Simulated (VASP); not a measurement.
Here is a VASP 6.6.1 calculation.

The input INCAR:

```
SYSTEM = KF
PREC = Accurate
ENCUT = 520
EDIFF = 1E-6
ISMEAR = 0
SIGMA = 0.02
LREAL = .FALSE.
LASPH = .TRUE.
NELM = 80
ALGO = Normal
ISIF = 2
LWAVE = .FALSE.
LCHARG = .FALSE.
GGA = PE
NBANDS = 15
```

Contents of KPOINTS:

```
regular mesh
0
G
  8 8 8
  0 0 0
```

File POSCAR:

```
KF
1.0
    0.0000000000      2.6547161798      2.6547161798
    2.6547161798      0.0000000000      2.6547161798
    2.6547161798      2.6547161798      0.0000000000
K F
1 1
Direct
    0.0000000000      0.0000000000      0.0000000000
    0.5000000000      0.5000000000      0.5000000000
```

Potentials or basis: VASP PAW PBE potentials, release 64 (K_sv, F).

The run is started by

```sh
$ cat potpaw_PBE.64/K_sv/POTCAR potpaw_PBE.64/F/POTCAR > POTCAR
$ mpirun -np 1 vasp_std > vasp.out
```

Q: Estimate the band gap on the k mesh.

A: 6.27 eV.

Q: Predict the pressure.

A: 2.2 GPa.

A k mesh can miss the band edges.
